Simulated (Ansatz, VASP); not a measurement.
## B in VASP and in Ansatz

```xyz
8
Lattice="3.2584 0.0070 0.0041 -0.0083 4.7063 0.6710 -0.0046 0.6592 4.7071" Properties=species:S:1:pos:R:3 pbc="T T T"
B     1.2193    0.9706    0.9717
B     0.4011    2.0452    4.0728
B     0.3993    4.0692    2.0551
B     1.2128    3.6531    3.6608
B     2.8484    0.9744    0.9742
B     2.0304    2.0484    4.0745
B     2.0285    4.0720    2.0565
B     2.8419    3.6570    3.6631
```

Change from the starting cell: cell x8, atoms moved at random (sigma 0.15 Å) and cell strained at random (1.5 %), then relaxed without symmetry.

Alike in both runs: functional PBE; k mesh 6 × 6 × 6; occupations gaussian, width 0.2 eV; no spin polarisation.

Ansatz relaxed the structure, and its values are those at the end. VASP's run is a single point on that final structure, the one shown.

|  | VASP | Ansatz |
| --- | --- | --- |
| version | VASP 6.6.1 | Ansatz 0.2.0 |
| potentials or method | VASP PAW PBE potentials, release 64 (B), cutoff 520 eV | scalar-relativistic, plane waves, PAW |
| valence electrons in the cell | 24 | 24 |

VASP gave:

- gap on the k mesh at the Fermi level (eV): none
- pressure (GPa): 0.0
- rms of the force components (eV/Å): 0.005

Problem. Estimate Ansatz's values.

Solution. gap on the k mesh at the Fermi level (eV): none; pressure (GPa): 0.0; rms of the force components (eV/Å): 0.004.

A gap of «none» marks a metal or a gap that the smearing closes. With one functional, cell and mesh, what is left measures potentials, basis and numerics.
